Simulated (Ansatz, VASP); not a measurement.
# Y2Si2F in VASP and in Ansatz

```
Y Si F
1.0
    -1.77653    1.77653    8.00404
     1.77653   -1.77653    8.00404
     1.77653    1.77653   -8.00404
Y Si F
2 2 1
Direct
  0.39062 0.39062 0.00000
  0.60938 0.60938 0.00000
  0.75000 0.25000 0.50000
  0.25000 0.75000 0.50000
  0.00000 0.00000 0.00000
```

Change from the starting cell: species swapped into the CeSi2Ni2 type (I4/mmm, No. 139).

Alike in both runs: functional PBE; k mesh 6 × 6 × 6; occupations gaussian, width 0.1 eV; no spin polarisation.

Ansatz relaxed the structure, and its values are those at the end. VASP's run is a single point on that final structure, the one shown.

|  | VASP | Ansatz |
| --- | --- | --- |
| version | VASP 6.6.1 | Ansatz 0.2.0 |
| potentials or method | VASP PAW PBE potentials, release 64 (Y_sv, Si, F), cutoff 520 eV | scalar-relativistic, plane waves, PAW |
| valence electrons in the cell | 37 | 37 |

|  | VASP | Ansatz | Ansatz less VASP |
| --- | --- | --- | --- |
| gap on the k mesh at the Fermi level (eV) | none | none | - |
| pressure (GPa) | -0.1 | 0.1 | +0.11 |
| rms of the force components (eV/Å) | 0.007 | 0.005 | -0.0022 |

A gap of «none» marks a metal or a gap that the smearing closes.

The k mesh is coarse, so the values compare programs but aren't converged.
